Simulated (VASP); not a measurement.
# AlNi (NiAl (Pm-3m)) (Pm-3m) in VASP: single point with PBE

Aim: the single point of AlNi (NiAl (Pm-3m)) with PBE.

Program: VASP 6.6.1. These are calculated values, not measurements. Logs are shortened: lines on timing, memory, paths and dates and some standing lists are left out, and cuts for length are marked.

## Step 1: The cell of the first run

The structure is cubic, space group Pm-3m (No. 221). Conventional cell: a = 2.892 Å, b = 2.892 Å, c = 2.892 Å, α = 90.00°, β = 90.00°, γ = 90.00°. Al (site symmetry m-3m) has 8 Ni at 2.50 Å and 6 Al at 2.89 Å within 3.3 Å. Within 3.3 Å of Ni (site symmetry m-3m) lie 8 Al at 2.50 Å and 6 Ni at 2.89 Å.

## Step 2: Single point, PBE

The input, INCAR:

```
PREC = Accurate
ENCUT = 520
EDIFF = 1E-6
ISMEAR = 1
SIGMA = 0.1
LREAL = Auto
LASPH = True
NELM = 60
ALGO = Normal
ISIF = 2
LWAVE = False
LCHARG = False
GGA = PE
NBANDS = 126
```

The input, KPOINTS:

```
Automatic mesh
0
Gamma
  4 4 4
```

The input, POSCAR:

```
AlNi
1.0
    0.0000000000      5.7836525256      5.7836525256
    5.7836525256      0.0000000000      5.7836525256
    5.7836525256      5.7836525256      0.0000000000
Al Ni
16 16
Direct
    0.1250000000      0.1250000000      0.1250000000
    0.3750000000      0.3750000000      0.3750000000
    0.1250000000      0.1250000000      0.6250000000
    0.3750000000      0.3750000000      0.8750000000
    0.1250000000      0.6250000000      0.1250000000
    0.3750000000      0.8750000000      0.3750000000
    0.1250000000      0.6250000000      0.6250000000
    0.3750000000      0.8750000000      0.8750000000
    0.6250000000      0.1250000000      0.1250000000
    0.8750000000      0.3750000000      0.3750000000
    0.6250000000      0.1250000000      0.6250000000
    0.8750000000      0.3750000000      0.8750000000
    0.6250000000      0.6250000000      0.1250000000
    0.8750000000      0.8750000000      0.3750000000
    0.6250000000      0.6250000000      0.6250000000
    0.8750000000      0.8750000000      0.8750000000
    0.0000000000      0.0000000000      0.0000000000
    0.2500000000      0.2500000000      0.2500000000
    0.0000000000      0.0000000000      0.5000000000
    0.2500000000      0.2500000000      0.7500000000
    0.0000000000      0.5000000000      0.0000000000
    0.2500000000      0.7500000000      0.2500000000
    0.0000000000      0.5000000000      0.5000000000
    0.2500000000      0.7500000000      0.7500000000
    0.5000000000      0.0000000000      0.0000000000
    0.7500000000      0.2500000000      0.2500000000
    0.5000000000      0.0000000000      0.5000000000
    0.7500000000      0.2500000000      0.7500000000
    0.5000000000      0.5000000000      0.0000000000
    0.7500000000      0.7500000000      0.2500000000
    0.5000000000      0.5000000000      0.5000000000
    0.7500000000      0.7500000000      0.7500000000
```

Potentials or basis: VASP PAW PBE potentials, release 64 (Al, Ni).

Run with:

```sh
$ cat potpaw_PBE.64/Al/POTCAR potpaw_PBE.64/Ni/POTCAR > POTCAR
$ mpirun -np 1 vasp_std > vasp.out
```

OUTCAR:

```text
PREC = Accurate
   ENCUT = 520
   EDIFF = 1E-6
   ISMEAR = 1
   LREAL = Auto
   LASPH = True
   NELM = 60
   ISIF = 2
   GGA = PE

 ion  position               nearest neighbor table
   1  0.125  0.125  0.125-  19 2.50  20 2.50  21 2.50  22 2.50  25 2.50  26 2.50  17 2.50  18 2.50
                             8 2.89  10 2.89  12 2.89  14 2.89   4 2.89   6 2.89
   2  0.375  0.375  0.375-  20 2.50  22 2.50  23 2.50  26 2.50  27 2.50  29 2.50  18 2.50  31 2.50
                             7 2.89   9 2.89  11 2.89  13 2.89   3 2.89   5 2.89
   3  0.125  0.125  0.625-  17 2.50  18 2.50  23 2.50  24 2.50  27 2.50  28 2.50  19 2.50  20 2.50
                             8 2.89  10 2.89  12 2.89  16 2.89   2 2.89   6 2.89
   4  0.375  0.375  0.875-  18 2.50  21 2.50  24 2.50  25 2.50  28 2.50  31 2.50  29 2.50  20 2.50
                             7 2.89   9 2.89  11 2.89  15 2.89   1 2.89   5 2.89
   5  0.125  0.625  0.125-  17 2.50  18 2.50  23 2.50  24 2.50  29 2.50  30 2.50  21 2.50  22 2.50
                             8 2.89  10 2.89  14 2.89  16 2.89   2 2.89   4 2.89
   6  0.375  0.875  0.375-  18 2.50  19 2.50  24 2.50  25 2.50  30 2.50  31 2.50  22 2.50  27 2.50
                             7 2.89   9 2.89  13 2.89  15 2.89   1 2.89   3 2.89
   7  0.125  0.625  0.625-  19 2.50  20 2.50  21 2.50  22 2.50  31 2.50  32 2.50  23 2.50  24 2.50
                             6 2.89  12 2.89  14 2.89  16 2.89   2 2.89   4 2.89
   8  0.375  0.875  0.875-  17 2.50  20 2.50  22 2.50  27 2.50  29 2.50  32 2.50  25 2.50  24 2.50
                             5 2.89  11 2.89  13 2.89  15 2.89   1 2.89   3 2.89
   9  0.625  0.125  0.125-  17 2.50  18 2.50  27 2.50  28 2.50  29 2.50  30 2.50  25 2.50  26 2.50
[... 33 lines left out ...]
  26  0.750  0.250  0.250-   1 2.50   2 2.50  11 2.50  12 2.50  13 2.50  14 2.50   9 2.50  10 2.50
                            17 2.89  19 2.89  21 2.89  27 2.89  29 2.89  31 2.89
  27  0.500  0.000  0.500-   2 2.50   3 2.50   8 2.50   9 2.50  14 2.50  15 2.50   6 2.50  11 2.50
                            18 2.89  20 2.89  24 2.89  26 2.89  30 2.89  32 2.89
  28  0.750  0.250  0.750-   3 2.50   4 2.50   9 2.50  10 2.50  15 2.50  16 2.50  11 2.50  12 2.50
                            17 2.89  19 2.89  23 2.89  25 2.89  29 2.89  31 2.89
  29  0.500  0.500  0.000-   2 2.50   5 2.50   8 2.50   9 2.50  12 2.50  15 2.50  13 2.50   4 2.50
                            18 2.89  22 2.89  24 2.89  26 2.89  28 2.89  32 2.89
  30  0.750  0.750  0.250-   5 2.50   6 2.50   9 2.50  10 2.50  15 2.50  16 2.50  13 2.50  14 2.50
                            17 2.89  21 2.89  23 2.89  25 2.89  27 2.89  31 2.89
  31  0.500  0.500  0.500-   4 2.50   6 2.50   7 2.50  10 2.50  11 2.50  13 2.50   2 2.50  15 2.50
                            20 2.89  22 2.89  24 2.89  26 2.89  28 2.89  30 2.89
  32  0.750  0.750  0.750-   7 2.50   8 2.50  11 2.50  12 2.50  13 2.50  14 2.50  15 2.50  16 2.50
                            19 2.89  21 2.89  23 2.89  25 2.89  27 2.89  29 2.89

  LATTYP: Found a face centered cubic cell.
 ALAT       =    11.5673050512

  Lattice vectors:

 A1 = (   0.0000000000,   5.7836525256,   5.7836525256)
 A2 = (   5.7836525256,   0.0000000000,   5.7836525256)
 A3 = (   5.7836525256,   5.7836525256,   0.0000000000)

[... 146 lines left out ...]
   IALGO  =     38    algorithm
   IMIX   =      4    mixing-type and parameters
     AMIX     =   0.40;   BMIX     =  1.00
     AMIX_MAG =   1.60;   BMIX_MAG =  1.00
  volume/ion in A,a.u.               =      12.09        81.60
  Fermi-wavevector in a.u.,A,eV,Ry     =   1.331120  2.515451 24.107883  1.771879
  Thomas-Fermi vector in A             =   2.460155
   LORBIT       =      0    0 simple, 1 ext, 2 COOP (PROOUT), +10 PAW based schemes
   GGA     = PE    functional components
   LHFCALC =     F    Hartree Fock is set to
   AEXX    =    0.0000 exact exchange contribution
   IVDW    =     0    specifies the selected vdW correction
   LEPSILON=     F    determine dielectric tensor
   LRPA    =     F    only Hartree local field effects (RPA)
 non-spin polarized calculation
 Methfessel and Paxton  Order N= 1 SIGMA  =   0.10
  energy-cutoff  :      520.00
  volume of cell :      386.93
 maximum number of plane-waves:     10478
 NGX is ok and might be reduce to    64
   NGX = 31   NGY = 31   NGZ = 31

 number of electron     207.9999817 magnetization

 Free energy of the ion-electron system (eV)
  ---------------------------------------------------
  ext. energy  EPLUGINS =         0.00000000
  ---------------------------------------------------
  free energy    TOTEN  =      -168.71961302 eV

  energy without entropy =     -168.70966251  energy(sigma->0) =     -168.71629618

 E-fermi :   9.8746     XC(G=0): -11.9940

 val. band max:        9.8492349415   @ k =  -0.2500   0.2500   0.0000
 cond. band min:       9.9300668262   @ k =  -0.2500   0.2500   0.0000
 fundamental gap:      0.0808318847
 Fermi energy:         9.8745873543

 k-point     1 :       0.0000    0.0000    0.0000
  band No.  band energies     occupation
      1      -1.1781      2.00000
      2       2.0482      2.00000
      3       2.0482      2.00000
      4       2.0482      2.00000
      5       2.0482      2.00000
      6       2.0482      2.00000
[... 941 lines left out ...]
    115      12.9334      0.00000
    116      12.9334      0.00000
 [bands above 116 left out]

------------------------ aborting loop because EDIFF is reached ----------------------------------------

  FORCE on cell =-STRESS in cart. coord.  units (eV):
  Direction    XX          YY          ZZ          XY          YZ          ZX
  --------------------------------------------------------------------------------------
  -------------------------------------------------------------------------------------
  Total        0.4755956      0.4755956      0.4755956      0.0000000     -0.0000000     -0.0000000
  in kB        1.9692998      1.9692998      1.9692998      0.0000000     -0.0000000     -0.0000000
  external PRESSURE =       1.9692998 kB  Pullay stress =       0.0000000 kB

 VOLUME and BASIS-vectors are now :
 -----------------------------------------------------------------------------
  energy-cutoff  :      520.00
  volume of cell :      386.93
      direct lattice vectors                 reciprocal lattice vectors
     0.000000000  5.783652526  5.783652526    -0.086450560  0.086450560  0.086450560
     5.783652526  0.000000000  5.783652526     0.086450560 -0.086450560  0.086450560
     5.783652526  5.783652526  0.000000000     0.086450560  0.086450560 -0.086450560

 POSITION                                       TOTAL-FORCE (eV/Angst)
 -----------------------------------------------------------------------------------
      1.44591      1.44591      1.44591         0.000000     -0.000000     -0.000000
      4.33774      4.33774      4.33774        -0.000000     -0.000000     -0.000000
      4.33774      4.33774      1.44591        -0.000000      0.000000     -0.000000
      7.22957      7.22957      4.33774         0.000000     -0.000000     -0.000000
      4.33774      1.44591      4.33774        -0.000000     -0.000000      0.000000
      7.22957      4.33774      7.22957         0.000000      0.000000     -0.000000
[... 24 lines left out ...]
      5.78365      5.78365      5.78365         0.000000      0.000000     -0.000000
      8.67548      8.67548      8.67548        -0.000000     -0.000000     -0.000000
 -----------------------------------------------------------------------------------
    total drift:                                0.000000      0.000000      0.000000

  FREE ENERGIE OF THE ION-ELECTRON SYSTEM (eV)
  ---------------------------------------------------
  free  energy   TOTEN  =      -168.7196130163 eV

  energy  without entropy=     -168.7096625111  energy(sigma->0) =     -168.71629618
```

stdout:

```text
POSCAR found type information on POSCAR AlNi
 POSCAR found :  2 types and      32 ions
 scaLAPACK will be used
 LDA part: xc-table for (Slater+PW92), standard interpolation
 POSCAR, INCAR and KPOINTS ok, starting setup
 FFT: planning ... GRIDC
 FFT: planning ... GRID_SOFT
 FFT: planning ... GRID
 WAVECAR not read
 entering main loop
```

Wall time 7.4 min (1 thread of Intel Xeon 6975P-C (Granite Rapids), shared host); peak memory 0.69 GiB.

Results:

* Free energy: -168.7196 eV
* Pressure: 0.2 GPa
* Band gap on the k mesh: zero (band 104 reaches 11.34 eV, above the bottom of band 105 at 9.55 eV)

Levels at points of the mesh, in eV from the Fermi level:
| k point | band 101 | band 102 | band 103 | band 104 | band 105 | band 106 | band 107 | band 108 |
| --- | --- | --- | --- | --- | --- | --- | --- | --- |
| (0.00, 0.00, 0.00) | -0.63 | 1.47 | 1.47 | 1.47 | 2.02 | 2.02 | 2.02 | 2.25 |
| (0.50, 0.00, 0.00) | -0.24 | -0.24 | -0.17 | -0.17 | -0.17 | -0.17 | -0.17 | -0.17 |
| (0.50, 0.50, 0.00) | -0.55 | -0.55 | -0.33 | -0.33 | -0.33 | -0.33 | 0.82 | 0.82 |

Spin polarisation is off, so any magnetic state and its effect on volume and gap are missing.
